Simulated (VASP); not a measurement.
# Ba2ZrS4 (I4/mmm) in VASP: a series of runs

Ba2ZrS4 is run at these levels: r2SCAN; tasks: single point.

Everything below comes from runs of VASP 6.6.1. Logs are shortened: lines on timing, memory, paths and dates and some standing lists are left out, and cuts for length are marked.

### 1 The cell of the first run

Symmetry: I4/mmm, No. 139, tetragonal system. The conventional cell has a = 4.882 Å, b = 4.882 Å, c = 15.487 Å, α = 90.00°, β = 90.00°, γ = 90.00°. Ba (site symmetry 4mm) has 9 S at 2.99 to 3.47 Å within 3.9 Å. Within 3.2 Å of Zr (site symmetry 4/mmm) lie 6 S at 2.44 to 2.56 Å. Within 3.3 Å of S (site symmetry mmm) lie 2 Zr at 2.44 Å and 4 Ba at 3.28 Å. Within 3.6 Å of S (site symmetry 4mm) lie 1 Zr at 2.56 Å and 5 Ba at 2.99 to 3.47 Å and 4 S at 3.53 Å.

### 2 Single point, r2SCAN (26.37 Å³/atom)

The input, POSCAR:

```
Ba2ZrS4
1.0
   -2.4410342025      2.4410342025      7.7432654447
    2.4410342025     -2.4410342025      7.7432654447
    2.4410342025      2.4410342025     -7.7432654447
Ba Zr S
2 1 4
Direct
    0.6418604229      0.6418604229      0.0000000000
    0.3581395771      0.3581395771      0.0000000000
    0.0000000000      0.0000000000      0.0000000000
    0.5000000000      0.0000000000      0.5000000000
    0.0000000000      0.5000000000      0.5000000000
    0.8349372716      0.8349372716      0.0000000000
    0.1650627284      0.1650627284      0.0000000000
```

The input, INCAR.step1:

```
PREC = Accurate ; ENCUT = 550
ISMEAR = 0 ; SIGMA = 0.02
LREAL = F ; LASPH = T
NELM = 120 ; NBANDS = 37
GGA = PE ; ALGO = Normal
EDIFF = 1E-5 ; LWAVE = T
LCHARG = F ; GGA_COMPAT = F
```

The input, INCAR.step2:

```
PREC = Accurate ; ENCUT = 550
EDIFF = 1E-6 ; ISMEAR = 0
SIGMA = 0.02 ; LREAL = F
LASPH = T ; NELM = 120
ALGO = Normal ; ISIF = 2
LWAVE = F ; LCHARG = T
METAGGA = R2SCAN ; LMIXTAU = T
LELF = T ; LVHAR = T
NBANDS = 37 ; ISTART = 1
GGA_COMPAT = F
```

The input, KPOINTS:

```
regular mesh
0
Gamma
  8 8 8
```

Potentials or basis: VASP PAW PBE potentials, release 64 (Ba_sv, Zr_sv, S).

Launch:

```console
$ cat potpaw_PBE.64/Ba_sv/POTCAR potpaw_PBE.64/Zr_sv/POTCAR potpaw_PBE.64/S/POTCAR > POTCAR
$ cp INCAR.step1 INCAR
$ mpirun -np 1 vasp_std > vasp.out
$ cp INCAR.step2 INCAR
$ mpirun -np 1 vasp_std > vasp.out
```

OUTCAR:

```text
PREC = Accurate
   ENCUT = 550
   EDIFF = 1E-6
   ISMEAR = 0
   LREAL = F
   LASPH = T
   NELM = 120
   ISIF = 2
   METAGGA = R2SCAN
   ISTART = 1

 ion  position               nearest neighbor table
   1  0.642  0.642  0.000-   6 2.99   5 3.28   4 3.28   4 3.28   5 3.28   7 3.47   7 3.47   7 3.47
                             7 3.47   3 4.09   3 4.09   3 4.09   3 4.09   2 4.39
   2  0.358  0.358  0.000-   7 2.99   4 3.28   5 3.28   4 3.28   5 3.28   6 3.47   6 3.47   6 3.47
                             6 3.47   3 4.09   3 4.09   3 4.09   3 4.09   1 4.39
   3  0.000  0.000  0.000-   4 2.44   5 2.44   5 2.44   4 2.44   6 2.56   7 2.56   1 4.09   2 4.09
                             1 4.09   2 4.09   1 4.09   2 4.09   1 4.09   2 4.09
   4  0.500  0.000  0.500-   3 2.44   3 2.44   1 3.28   1 3.28   2 3.28   2 3.28
   5  0.000  0.500  0.500-   3 2.44   3 2.44   1 3.28   1 3.28   2 3.28   2 3.28
   6  0.835  0.835  0.000-   3 2.56   1 2.99   2 3.47   2 3.47   2 3.47   2 3.47
   7  0.165  0.165  0.000-   3 2.56   2 2.99   1 3.47   1 3.47   1 3.47   1 3.47

  LATTYP: Found a body centered tetragonal cell.
 ALAT       =     4.8820684050
 C/A-ratio  =     3.1721249283

  Lattice vectors:

 A1 = (  -2.4410342025,   2.4410342025,   7.7432654447)
 A2 = (   2.4410342025,  -2.4410342025,   7.7432654447)
 A3 = (   2.4410342025,   2.4410342025,  -7.7432654447)

Analysis of symmetry for initial positions (statically):
=====================================================================
 Subroutine PRICEL returns:
 Original cell was already a primitive cell.

 Routine SETGRP: Setting up the symmetry group for a
 body centered tetragonal supercell.

 Subroutine GETGRP returns: Found 16 space group operations
 (whereof 16 operations were pure point group operations)
 out of a pool of 16 trial point group operations.

The static configuration has the point symmetry D_4h.

Analysis of symmetry for dynamics (positions and initial velocities):
=====================================================================
 Subroutine PRICEL returns:
 Original cell was already a primitive cell.

 Routine SETGRP: Setting up the symmetry group for a
 body centered tetragonal supercell.

 Subroutine GETGRP returns: Found 16 space group operations
 (whereof 16 operations were pure point group operations)
 out of a pool of 16 trial point group operations.

The dynamic configuration has the point symmetry D_4h.

 Subroutine INISYM returns: Found 16 space group operations
 (whereof 16 operations are pure point group operations),
 and found     1 'primitive' translations

----------------------------------------------------------------------------------------

                                     Primitive cell

  volume of cell :     184.5576

  direct lattice vectors                    reciprocal lattice vectors
    -2.441034203  2.441034203  7.743265445     0.000000000  0.204831214  0.064572241
     2.441034203 -2.441034203  7.743265445     0.204831214  0.000000000  0.064572241
     2.441034203  2.441034203 -7.743265445     0.204831214  0.204831214  0.000000000

  length of vectors
     8.477939355  8.477939355  8.477939355     0.214768249  0.214768249  0.289675081

  position of ions in fractional coordinates (direct lattice)
     0.641860423  0.641860423  0.000000000
     0.358139577  0.358139577  0.000000000
     0.000000000  0.000000000  0.000000000
     0.500000000  0.000000000  0.500000000
     0.000000000  0.500000000  0.500000000
     0.834937272  0.834937272  0.000000000
     0.165062728  0.165062728  0.000000000

  ion indices of the primitive-cell ions
   primitive index   ion index
                 1           1
                 2           2
                 3           3
                 4           4
                 5           5
                 6           6
                 7           7

----------------------------------------------------------------------------------------

 KPOINTS: regular mesh

Automatic generation of k-mesh.
 Grid dimensions read from file:
 generate k-points for:    8    8    8

 Generating k-lattice:

  Cartesian coordinates                     Fractional coordinates (reciprocal lattice)
     0.000000000  0.025603902  0.008071530     0.125000000 -0.000000000  0.000000000
     0.025603902  0.000000000  0.008071530    -0.000000000  0.125000000  0.000000000
     0.025603902  0.025603902  0.000000000     0.000000000  0.000000000  0.125000000

  Length of vectors
     0.026846031  0.026846031  0.036209385

  Shift w.r.t. Gamma in fractional coordinates (k-lattice)
     0.000000000  0.000000000  0.000000000

 Subroutine IBZKPT returns following result:
 ===========================================

 Found     59 irreducible k-points:

 Following reciprocal coordinates:
            Coordinates               Weight
  0.000000  0.000000  0.000000      1.000000
  0.125000  0.000000  0.000000      8.000000
  0.250000  0.000000  0.000000      8.000000
  0.375000 -0.000000  0.000000      8.000000
  0.500000  0.000000  0.000000      4.000000
  0.125000  0.125000  0.000000      8.000000
[... 16 lines left out ...]
  0.250000  0.125000  0.125000     16.000000
  0.375000  0.125000  0.125000      8.000000
 [... further k-points ...]
   k-points           NKPTS =     59   k-points in BZ     NKDIM =     59   number of bands    NBANDS=     37
   number of dos      NEDOS =    301   number of ions     NIONS =      7
   total plane-waves  NPLWV = 343000
   dimension x,y,z NGX =    70 NGY =   70 NGZ =   70
   dimension x,y,z NGXF=   140 NGYF=  140 NGZF=  140
   ions per type =               2   1   4
   NGX,Y,Z   is equivalent  to a cutoff of  13.73, 13.73, 13.73 a.u.
   NGXF,Y,Z  is equivalent  to a cutoff of  27.45, 27.45, 27.45 a.u.
 SYSTEM =  unknown system
   PREC   = accura    normal or accurate (medium, high low for compatibility)
   ISTART =      1    job   : 0-new  1-cont  2-samecut
   ICHARG =      0    charge: 1-file 2-atom 10-const
   ISPIN  =      1    spin polarized calculation?
   LNONCOLLINEAR =      F non collinear calculations
   LSORBIT =      F    spin-orbit coupling
   LASPH  =      T    aspherical Exc in radial PAW
   ENCUT  =  550.0 eV  40.42 Ry    6.36 a.u.  16.21 16.21 16.21*2*pi/ulx,y,z
   NELM   =    120;   NELMIN=  2; NELMDL=  0     # of ELM steps
   EDIFF  = 0.1E-05   stopping-criterion for ELM
   LREAL  =      F    real-space projection
[... 7 lines left out ...]
   TEBEG  =    0.0;   TEEND  =   0.0 temperature during run
   PSTRESS=    0.0 pullay stress
   NELECT =      56.0000    total number of electrons
   NUPDOWN=      -1.0000    fix difference up-down
   EMIN   =  10.00;   EMAX   =-10.00  energy-range for DOS
   EFERMI =   0.00;   METHOD = LEGACY
   ISMEAR =     0;   SIGMA  =   0.02  broadening in eV -4-tet -1-fermi 0-gaus
   EFERMI_NEDOS =   21; number of points for ismear=-14 and -15
   IALGO  =     38    algorithm
   IMIX   =      4    mixing-type and parameters
     AMIX     =   0.40;   BMIX     =  1.00
     AMIX_MAG =   1.60;   BMIX_MAG =  1.00
  volume/ion in A,a.u.               =      26.37       177.92
  Fermi-wavevector in a.u.,A,eV,Ry     =   1.100087  2.078862 16.465642  1.210191
  Thomas-Fermi vector in A             =   2.236492
   LORBIT       =      0    0 simple, 1 ext, 2 COOP (PROOUT), +10 PAW based schemes
   METAGGA = R2SCAN    functional components
   LHFCALC =     F    Hartree Fock is set to
   AEXX    =    0.0000 exact exchange contribution
   IVDW    =     0    specifies the selected vdW correction
   LEPSILON=     F    determine dielectric tensor
   LRPA    =     F    only Hartree local field effects (RPA)
 non-spin polarized calculation
 Gauss-broadening in eV      SIGMA  =   0.02
  energy-cutoff  :      550.00
  volume of cell :      184.56
 maximum number of plane-waves:      5450
 NGX is ok and might be reduce to    70
   NGX = 33   NGY = 33   NGZ = 33

 number of electron      56.0000000 magnetization

 Free energy of the ion-electron system (eV)
  ---------------------------------------------------
  ext. energy  EPLUGINS =         0.00000000
  ---------------------------------------------------
  free energy    TOTEN  =      -122.91875673 eV

  energy without entropy =     -122.91875673  energy(sigma->0) =     -122.91875673

 E-fermi :   3.3301     XC(G=0):  -9.7791

 val. band max:        3.1869469138   @ k =   0.5000   0.5000   0.0000
 cond. band min:       4.0142620398   @ k =   0.0000   0.0000   0.0000
 fundamental gap:      0.8273151260
 Fermi energy:         3.3301327066

 k-point     1 :       0.0000    0.0000    0.0000
  band No.  band energies     occupation
      1     -47.0593      2.00000
      2     -24.5280      2.00000
      3     -24.5280      2.00000
      4     -24.3392      2.00000
      5     -24.1313      2.00000
      6     -24.0992      2.00000
[... 29 lines left out ...]
     36       7.7694      0.00000
     37       8.5535      0.00000

 k-point     2 :       0.1250    0.0000    0.0000
  band No.  band energies     occupation
      1     -47.0592      2.00000
      2     -24.5342      2.00000
      3     -24.5278      2.00000
      4     -24.3383      2.00000
      5     -24.1286      2.00000
      6     -24.1001      2.00000
[... 29 lines left out ...]
     36       8.0749      0.00000
     37       8.7430      0.00000

 k-point     3 :       0.2500    0.0000    0.0000
  band No.  band energies     occupation
      1     -47.0591      2.00000
      2     -24.5490      2.00000
      3     -24.5275      2.00000
      4     -24.3361      2.00000
      5     -24.1222      2.00000
      6     -24.1023      2.00000
[... 29 lines left out ...]
     36       8.5033      0.00000
     37       8.8596      0.00000
[... 761 lines left out ...]
 k-point    23 :       0.2500    0.1250    0.1250
  band No.  band energies     occupation
      1     -47.0586      2.00000
      2     -24.5610      2.00000
      3     -24.5459      2.00000
      4     -24.3329      2.00000
      5     -24.1140      2.00000
      6     -24.1034      2.00000
[... 29 lines left out ...]
     36       9.0295      0.00000
     37       9.1174      0.00000

 k-point    24 :       0.3750    0.1250    0.1250
  band No.  band energies     occupation
      1     -47.0585      2.00000
      2     -24.5666      2.00000
      3     -24.5454      2.00000
      4     -24.3324      2.00000
      5     -24.1122      2.00000
      6     -24.1040      2.00000
[... 29 lines left out ...]
     36       9.2140      0.00000
     37       9.4893      0.00000

 [... further k-points ...]
[... 5 lines left out ...]
  --------------------------------------------------------------------------------------
  -------------------------------------------------------------------------------------
  Total        5.3160920      5.3160920      5.7651157      0.0000000      0.0000000      0.0000000
  in kB       46.1499464     46.1499464     50.0480019      0.0000000      0.0000000      0.0000000
  external PRESSURE =      47.4492982 kB  Pullay stress =       0.0000000 kB

 VOLUME and BASIS-vectors are now :
 -----------------------------------------------------------------------------
  energy-cutoff  :      550.00
  volume of cell :      184.56
      direct lattice vectors                 reciprocal lattice vectors
    -2.441034203  2.441034203  7.743265445     0.000000000  0.204831214  0.064572241
     2.441034203 -2.441034203  7.743265445     0.204831214  0.000000000  0.064572241
     2.441034203  2.441034203 -7.743265445     0.204831214  0.204831214  0.000000000

 POSITION                                       TOTAL-FORCE (eV/Angst)
 -----------------------------------------------------------------------------------
      0.00000      0.00000      9.94019         0.000000      0.000000     -0.006391
      0.00000      0.00000      5.54634         0.000000      0.000000      0.006391
      0.00000      0.00000      0.00000        -0.000000     -0.000000      0.000000
      0.00000      2.44103      0.00000        -0.000000     -0.000000      0.000000
      2.44103      0.00000      0.00000        -0.000000     -0.000000      0.000000
      0.00000      0.00000     12.93028        -0.000000     -0.000000      0.063753
      0.00000      0.00000      2.55625         0.000000      0.000000     -0.063753
 -----------------------------------------------------------------------------------
    total drift:                                0.000000      0.000000     -0.000000

  FREE ENERGIE OF THE ION-ELECTRON SYSTEM (eV)
  ---------------------------------------------------
  free  energy   TOTEN  =      -122.9187567335 eV

  energy  without entropy=     -122.9187567335  energy(sigma->0) =     -122.91875673
```

Run time: 53 min. Hardware: 1 thread of AMD EPYC 9R45 (Zen 5), shared host; peak memory 1 GiB.

Results:

| Property | Result |
| --- | --- |
| Free energy | -122.9188 eV |
| Pressure | 4.7 GPa |
| Largest force | 0.064 eV/Å |
| Band gap on the k mesh | 0.83 eV (least direct gap 0.93 eV) |

Forces on the atoms (eV/Å):
```
Ba   0.000  0.000 -0.006
Ba   0.000  0.000  0.006
Zr   0.000  0.000  0.000
S    0.000  0.000  0.000
S    0.000  0.000  0.000
S    0.000  0.000  0.064
S    0.000  0.000 -0.064
```

Stress tensor (GPa, compression positive):
```
4.61 0.00 0.00
0.00 4.61 0.00
0.00 0.00 5.00
```

Levels at points of the mesh, in eV from the valence-band top:
| k point | band 25 | band 26 | band 27 | band 28 | band 29 | band 30 | band 31 | band 32 |
| --- | --- | --- | --- | --- | --- | --- | --- | --- |
| (0.00, 0.00, 0.00) | -1.00 | -0.16 | -0.16 | -0.11 | 0.83 | 1.86 | 1.86 | 3.21 |
| (0.50, 0.00, 0.00) | -1.52 | -0.68 | -0.57 | -0.35 | 2.42 | 3.61 | 3.66 | 4.14 |
| (0.50, 0.50, 0.00) | -0.95 | -0.72 | -0.20 | 0.00 | 4.00 | 4.17 | 4.25 | 4.28 |
| (0.50, 0.50, 0.50) | -1.22 | -0.92 | -0.29 | -0.29 | 0.84 | 2.55 | 2.55 | 2.83 |

Caveat: the cell stands under pressure; the PAW data sets were made with another functional, which shifts forces and pressure a little; spin-orbit coupling is left out, which moves the levels of the heavy elements. A k mesh can miss the band edges.

(Part 1 of 2 ends here.)
